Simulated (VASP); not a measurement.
# C (R-3m) in VASP: notebook

C is run at these levels: PBE; tasks: single point.

Everything below comes from runs of VASP 6.6.1. Logs are shortened: lines on timing, memory, paths and dates and some standing lists are left out, and cuts for length are marked.

## (1) The cell of the first run

Symmetry: R-3m, No. 166, trigonal system. The conventional cell has a = 2.522 Å, b = 2.522 Å, c = 37.067 Å, α = 90.00°, β = 90.00°, γ = 120.00°. C (site symmetry 3m) has 4 C at 1.54 Å within 2.1 Å. Within 2.1 Å of C (site symmetry 3m) lie 5 C at 1.54 to 2.06 Å. C (site symmetry 3m) has 4 C at 1.54 Å within 2.1 Å. C (site symmetry 3m) has 4 C at 1.54 Å within 2.1 Å. C (site symmetry 3m) has 4 C at 1.54 Å within 2.1 Å. C (site symmetry 3m) has 7 C at 1.54 to 2.12 Å within 2.2 Å.

## (2) Single point, PBE (the part above a cut slid along it)

File INCAR:

```
PREC = Accurate
ENCUT = 520
EDIFF = 1E-6
ISMEAR = 0
SIGMA = 0.05
LREAL = False
LASPH = True
NELM = 100
ALGO = Normal
ISIF = 2
LWAVE = False
LCHARG = False
GGA = PE
NBANDS = 36
```

File KPOINTS:

```
regular mesh
0
Gamma
  10 10 2
```

File POSCAR:

```
C
1.0
    1.7834000000     -1.7834000000      0.0000000000
    1.7834000000      0.0000000000     -1.7834000000
    8.3224144400      6.5391927800      6.5391927800
C
12
Direct
    0.5763868067      0.5763868067      0.2708666667
   -0.0347298600     -0.0347298600      0.1042000000
    0.1875034733      0.1875034733      0.4375333333
    0.4097368067      0.4097368067      0.7708666667
    0.7986201400      0.7986201400      0.6042000000
    0.0208534733      0.0208534733      0.9375333333
    0.5347243067      0.5347243067      0.3958666667
    0.9236076400      0.9236076400      0.2292000000
    0.1458409733      0.1458409733      0.5625333333
    0.3680743067      0.3680743067      0.8958666667
   -0.2430423600     -0.2430423600      0.7292000000
    0.3124909733      0.3124909733      0.0625333333
```

Potentials or basis: VASP PAW PBE potentials, release 64 (C).

Run with:

```bash
> cat potpaw_PBE.64/C/POTCAR > POTCAR
> mpirun -np 1 vasp_std > vasp.out
```

OUTCAR:

```text
PREC = Accurate
   ENCUT = 520
   EDIFF = 1E-6
   ISMEAR = 0
   LREAL = False
   LASPH = True
   NELM = 100
   ISIF = 2
   GGA = PE

 ion  position               nearest neighbor table
   1  0.576  0.576  0.271-   8 1.54   7 1.54   8 1.54   8 1.54
   2  0.965  0.965  0.104-  12 1.54   8 1.54  12 1.54  12 1.54   6 2.06
   3  0.188  0.188  0.438-   7 1.54   7 1.54   9 1.54   7 1.54
   4  0.410  0.410  0.771-  11 1.54  10 1.54  11 1.54  11 1.54
   5  0.799  0.799  0.604-   9 1.54  11 1.54   9 1.54   9 1.54
   6  0.021  0.021  0.938-  10 1.54  10 1.54  10 1.54   2 2.06
   7  0.535  0.535  0.396-   3 1.54   3 1.54   1 1.54   3 1.54
   8  0.924  0.924  0.229-   1 1.54   2 1.54   1 1.54   1 1.54
   9  0.146  0.146  0.563-   5 1.54   3 1.54   5 1.54   5 1.54
  10  0.368  0.368  0.896-   6 1.54   6 1.54   4 1.54   6 1.54  12 2.06
  11  0.757  0.757  0.729-   4 1.54   5 1.54   4 1.54   4 1.54
  12  0.312  0.312  0.063-   2 1.54   2 1.54   2 1.54  10 2.06

  LATTYP: Found a trigonal (rhomboedric) cell.
 ALAT       =    12.4412485924
 COS(alpha) =     0.9794520407

  Lattice vectors:

 A1 = (   8.3224144400,   6.5391927800,   6.5391927800)
 A2 = (   6.5390144400,   8.3225927800,   6.5391927800)
 A3 = (   6.5390144400,   6.5391927800,   8.3225927800)

Analysis of symmetry for initial positions (statically):
=====================================================================
 Subroutine PRICEL returns:
 Original cell was already a primitive cell.

 Routine SETGRP: Setting up the symmetry group for a
 trigonal (rhombohedral) supercell.

 Subroutine GETGRP returns: Found  4 space group operations
 (whereof  2 operations were pure point group operations)
 out of a pool of 12 trial point group operations.

The static configuration has the point symmetry C_1h.
 The point group associated with its full space group is C_2h.

Analysis of symmetry for dynamics (positions and initial velocities):
=====================================================================
 Subroutine PRICEL returns:
 Original cell was already a primitive cell.

 Routine SETGRP: Setting up the symmetry group for a
 trigonal (rhombohedral) supercell.

 Subroutine GETGRP returns: Found  4 space group operations
 (whereof  2 operations were pure point group operations)
 out of a pool of 12 trial point group operations.

The dynamic configuration has the point symmetry C_1h.
 The point group associated with its full space group is C_2h.
[... 151 lines left out ...]
   PSTRESS=    0.0 pullay stress
   NELECT =      48.0000    total number of electrons
   NUPDOWN=      -1.0000    fix difference up-down
   EMIN   =  10.00;   EMAX   =-10.00  energy-range for DOS
   EFERMI =   0.00;   METHOD = LEGACY
   ISMEAR =     0;   SIGMA  =   0.05  broadening in eV -4-tet -1-fermi 0-gaus
   EFERMI_NEDOS =   21; number of points for ismear=-14 and -15
   IALGO  =     38    algorithm
   IMIX   =      4    mixing-type and parameters
     AMIX     =   0.40;   BMIX     =  1.00
     AMIX_MAG =   1.60;   BMIX_MAG =  1.00
  volume/ion in A,a.u.               =       5.67        38.28
  Fermi-wavevector in a.u.,A,eV,Ry     =   1.457178  2.753668 28.890189  2.123369
  Thomas-Fermi vector in A             =   2.574010
   LORBIT       =      0    0 simple, 1 ext, 2 COOP (PROOUT), +10 PAW based schemes
   GGA     = PE    functional components
   LHFCALC =     F    Hartree Fock is set to
   AEXX    =    0.0000 exact exchange contribution
   IVDW    =     0    specifies the selected vdW correction
   LEPSILON=     F    determine dielectric tensor
   LRPA    =     F    only Hartree local field effects (RPA)
 non-spin polarized calculation
 Gauss-broadening in eV      SIGMA  =   0.05
  energy-cutoff  :      520.00
  volume of cell :       68.07
 maximum number of plane-waves:      1852
   NGX =  9   NGY =  9   NGZ = 45

 number of electron      47.9999995 magnetization

 Free energy of the ion-electron system (eV)
  ---------------------------------------------------
  ext. energy  EPLUGINS =         0.00000000
  ---------------------------------------------------
  free energy    TOTEN  =      -103.12000858 eV

  energy without entropy =     -103.11852338  energy(sigma->0) =     -103.11926598

 E-fermi :  10.1648     XC(G=0): -13.2870

 val. band max:       10.1207309275   @ k =  -0.4000   0.4000   0.0000
 cond. band min:      10.1780598885   @ k =  -0.4000   0.2000   0.5000
 fundamental gap:      0.0573289611
 Fermi energy:        10.1647609339

 k-point     1 :       0.0000    0.0000    0.0000
  band No.  band energies     occupation
      1     -11.7447      2.00000
      2     -11.0233      2.00000
      3     -10.9213      2.00000
      4      -8.7616      2.00000
      5      -8.6684      2.00000
      6      -5.9756      2.00000
[... 925 lines left out ...]
     35      19.2259      0.00000
     36      19.6413      0.00000

 [... further k-points ...]

------------------------ aborting loop because EDIFF is reached ----------------------------------------

  FORCE on cell =-STRESS in cart. coord.  units (eV):
  Direction    XX          YY          ZZ          XY          YZ          ZX
  --------------------------------------------------------------------------------------
  -------------------------------------------------------------------------------------
  Total        4.5077233      4.5234209      4.5234209      5.6551924      5.6979387      5.6551924
  in kB      106.1060877    106.4755881    106.4755881    133.1160537    134.1222482    133.1160536
  external PRESSURE =     106.3524213 kB  Pullay stress =       0.0000000 kB

 VOLUME and BASIS-vectors are now :
 -----------------------------------------------------------------------------
  energy-cutoff  :      520.00
  volume of cell :       68.07
      direct lattice vectors                 reciprocal lattice vectors
     1.783400000 -1.783400000  0.000000000     0.171334716 -0.389391985  0.171334716
     1.783400000  0.000000000 -1.783400000     0.171334716  0.171334716 -0.389391985
     8.322414440  6.539192780  6.539192780     0.046727225  0.046727225  0.046727225

 POSITION                                       TOTAL-FORCE (eV/Angst)
 -----------------------------------------------------------------------------------
      4.31012      0.74332      0.74332        -0.158811     -0.153994     -0.153994
      4.31012     -1.04008     -1.04008         0.206864      0.209616      0.209616
      4.31012      2.52672      2.52672        -0.085628     -0.080606     -0.080606
      7.87692      4.31012      4.31012        -0.656272     -0.651850     -0.651850
      7.87692      2.52672      2.52672        -0.093947     -0.088744     -0.088744
      7.87692      6.09352      6.09352        -3.139890     -3.141737     -3.141737
      5.20182      1.63502      1.63502         0.093947      0.088744      0.088744
      5.20182     -0.14838     -0.14838         0.656272      0.651850      0.651850
      5.20182      3.41842      3.41842         0.085628      0.080606      0.080606
      8.76862      5.20182      5.20182        -0.206864     -0.209616     -0.209616
      8.76862      3.41842      3.41842         0.158811      0.153994      0.153994
      1.63502     -0.14838     -0.14838         3.139890      3.141737      3.141737
 -----------------------------------------------------------------------------------
    total drift:                               -0.000007      0.000001      0.000001

  FREE ENERGIE OF THE ION-ELECTRON SYSTEM (eV)
  ---------------------------------------------------
  free  energy   TOTEN  =      -103.1200085845 eV

  energy  without entropy=     -103.1185233750  energy(sigma->0) =     -103.11926598
```

OSZICAR:

```text
N       E                     dE             d eps       ncg     rms          rms(c)
DAV:   1     0.122756423826E+03    0.12276E+03   -0.25319E+04  4464   0.130E+03
DAV:   2    -0.975256828100E+02   -0.22028E+03   -0.20826E+03  5700   0.252E+02
DAV:   3    -0.106726621175E+03   -0.92009E+01   -0.90743E+01  5928   0.466E+01
DAV:   4    -0.106860469835E+03   -0.13385E+00   -0.13342E+00  5920   0.568E+00
DAV:   5    -0.106863608070E+03   -0.31382E-02   -0.31341E-02  5832   0.763E-01    0.135E+01
DAV:   6    -0.104005449435E+03    0.28582E+01   -0.20174E+00  5604   0.757E+00    0.789E+00
DAV:   7    -0.103107890015E+03    0.89756E+00   -0.20835E+00  5068   0.708E+00    0.197E+00
DAV:   8    -0.103121258932E+03   -0.13369E-01   -0.56038E-02  6252   0.133E+00    0.859E-01
DAV:   9    -0.103119995634E+03    0.12633E-02   -0.15074E-02  5552   0.650E-01    0.120E-01
DAV:  10    -0.103119941546E+03    0.54088E-04   -0.49620E-04  5916   0.146E-01    0.532E-02
DAV:  11    -0.103119999590E+03   -0.58044E-04   -0.16685E-04  6372   0.796E-02    0.167E-02
DAV:  12    -0.103120004661E+03   -0.50704E-05   -0.26870E-05  6112   0.317E-02    0.763E-03
DAV:  13    -0.103120008506E+03   -0.38450E-05   -0.60758E-06  5244   0.154E-02    0.440E-03
DAV:  14    -0.103120008584E+03   -0.78852E-07   -0.34912E-07  3448   0.379E-03
   1 F= -.10312001E+03 E0= -.10311927E+03  d E =-.148521E-02
```

stdout:

```text
POSCAR found type information on POSCAR C
 POSCAR found :  1 types and      12 ions
 scaLAPACK will be used
 LDA part: xc-table for (Slater+PW92), standard interpolation
 -----------------------------------------------------------------------------
|                                                                             |
|           W    W    AA    RRRRR   N    N  II  N    N   GGGG   !!!           |
|           W    W   A  A   R    R  NN   N  II  NN   N  G    G  !!!           |
|           W    W  A    A  R    R  N N  N  II  N N  N  G       !!!           |
|           W WW W  AAAAAA  RRRRR   N  N N  II  N  N N  G  GGG   !            |
|           WW  WW  A    A  R   R   N   NN  II  N   NN  G    G                |
|           W    W  A    A  R    R  N    N  II  N    N   GGGG   !!!           |
|                                                                             |
|     Your reciprocal lattice and k-lattice belong to different lattice       |
|     classes:                                                                |
|                                                                             |
|        The reciprocal lattice is rhombohedral (trigonal),                   |
|        whereas your k-lattice is base-centered monoclinic.                  |
|                                                                             |
|     Results are often still useful ...                                      |
|                                                                             |
 -----------------------------------------------------------------------------

 POSCAR, INCAR and KPOINTS ok, starting setup
 FFT: planning ... GRIDC
 FFT: planning ... GRID_SOFT
 FFT: planning ... GRID
 WAVECAR not read
 entering main loop
```

Wall time 3.9 min (1 thread of Intel Xeon 8259CL, shared host); peak memory 0.24 GiB.

What came out:

| Property | Result |
| --- | --- |
| Free energy | -103.1200 eV |
| Pressure | 10.6 GPa |
| Largest force | 5.441 eV/Å |
| Band gap on the k mesh | zero (bands 24 and 25 overlap by 0.57 eV) |

Forces on the atoms (eV/Å):
```
C   -0.159 -0.154 -0.154
C    0.207  0.210  0.210
C   -0.086 -0.081 -0.081
C   -0.656 -0.652 -0.652
C   -0.094 -0.089 -0.089
C   -3.140 -3.142 -3.142
C    0.094  0.089  0.089
C    0.656  0.652  0.652
C    0.086  0.081  0.081
C   -0.207 -0.210 -0.210
C    0.159  0.154  0.154
C    3.140  3.142  3.142
```

Stress tensor (GPa, compression positive):
```
10.61 13.31 13.31
13.31 10.65 13.41
13.31 13.41 10.65
```

Levels at points of the mesh, in eV from the Fermi level:
```
           k point  band 21  band 22  band 23  band 24  band 25  band 26  band 27  band 28
(0.00, 0.00, 0.00)    -0.79    -0.70    -0.70     0.33     4.85     5.42     5.42     6.04
(0.50, 0.00, 0.00)    -4.30    -3.65    -3.55    -0.31    -0.21     4.25     4.50     5.29
(0.50, 0.50, 0.00)    -4.33    -3.75    -3.25    -0.29    -0.23     4.17     4.83     4.84
(0.00, 0.00, 0.50)    -1.35    -0.59    -0.45    -0.45     5.20     5.44     5.44     5.91
(0.50, 0.00, 0.50)    -4.33    -3.75    -3.25    -0.29    -0.23     4.17     4.83     4.84
(0.50, 0.50, 0.50)    -4.30    -3.65    -3.55    -0.31    -0.21     4.25     4.50     5.29
```

Caveat: the cell differs from its parent crystal (the part above a cut slid along it); the cell stands under pressure; forces of over 1 eV/Å act on the atoms, so gaps and moduli don't describe the material at rest.

## (3) Single point, PBE (the part above a cut slid along it)

File INCAR:

```
SYSTEM = C
PREC = Accurate
ENCUT = 520
EDIFF = 1E-6
ISMEAR = 0
SIGMA = 0.05
LREAL = .FALSE.
LASPH = .TRUE.
NELM = 60
ALGO = Normal
ISIF = 2
LWAVE = .FALSE.
LCHARG = .FALSE.
GGA = PE
NBANDS = 36
```

File KPOINTS:

```
regular mesh
0
G
  10 10 2
  0 0 0
```

File POSCAR:

```
C
1.0
    1.7834000000     -1.7834000000      0.0000000000
    1.7834000000      0.0000000000     -1.7834000000
    9.5115855600      5.9446072200      5.9446072200
C
12
Direct
    0.4860798600      0.4860798600      0.2708666667
   -0.0694701400     -0.0694701400      0.1042000000
    0.0416298600      0.0416298600      0.4375333333
    0.1527298600      0.1527298600      0.7708666667
    0.5971798600      0.5971798600      0.6042000000
   -0.2917201400     -0.2917201400      0.9375333333
    0.4027423600      0.4027423600      0.3958666667
    0.8471923600      0.8471923600      0.2292000000
   -0.0417076400     -0.0417076400      0.5625333333
    0.0693923600      0.0693923600      0.8958666667
   -0.4861576400     -0.4861576400      0.7292000000
    0.2916423600      0.2916423600      0.0625333333
```

Potentials or basis: VASP PAW PBE potentials, release 64 (C).

Run with:

```bash
> cat potpaw_PBE.64/C/POTCAR > POTCAR
> mpirun -np 1 vasp_std > vasp.out
```

It took 3.7 min on 1 thread of Intel Xeon 8259CL, shared host; peak memory 0.24 GiB.

It converged, with:

```
Free energy            : -105.3436 eV
Pressure               : 3.1 GPa
Largest force          : 3.435 eV/Å
Band gap on the k mesh : zero (bands 24 and 25 overlap by 0.60 eV)
```

Forces on the atoms (eV/Å):
```
C   -0.063 -0.060 -0.060
C    0.060  0.062  0.062
C   -0.066 -0.062 -0.062
C   -0.212 -0.209 -0.209
C   -0.078 -0.074 -0.074
C   -1.983 -1.983 -1.983
C    0.078  0.074  0.074
C    0.212  0.209  0.209
C    0.066  0.062  0.062
C   -0.060 -0.062 -0.062
C    0.063  0.060  0.060
C    1.983  1.983  1.983
```

Stress tensor (GPa, compression positive):
```
3.06 8.57 8.57
8.57 3.08 8.64
8.57 8.64 3.08
```

Levels at points of the mesh, in eV from the Fermi level:
```
           k point  band 22  band 23  band 24  band 25  band 26  band 27
(0.00, 0.00, 0.00)    -0.30    -0.29     0.56     4.95     5.88     5.88
(0.50, 0.00, 0.00)    -3.73    -2.86    -2.58     1.89     4.77     5.16
(0.50, 0.50, 0.00)    -3.73    -2.86    -2.58     1.89     4.77     5.16
(0.00, 0.00, 0.50)    -0.34    -0.26    -0.26     5.38     5.51     5.51
(0.50, 0.00, 0.50)    -3.22    -3.18    -2.38     1.86     4.83     4.84
(0.50, 0.50, 0.50)    -3.22    -3.18    -2.38     1.86     4.83     4.84
```

Caveat: the cell differs from its parent crystal (the part above a cut slid along it); the cell stands under pressure; forces of over 1 eV/Å act on the atoms, so gaps and moduli don't describe the material at rest.

The gap in the log of VASP goes by the Fermi energy; the results here count the filled bands.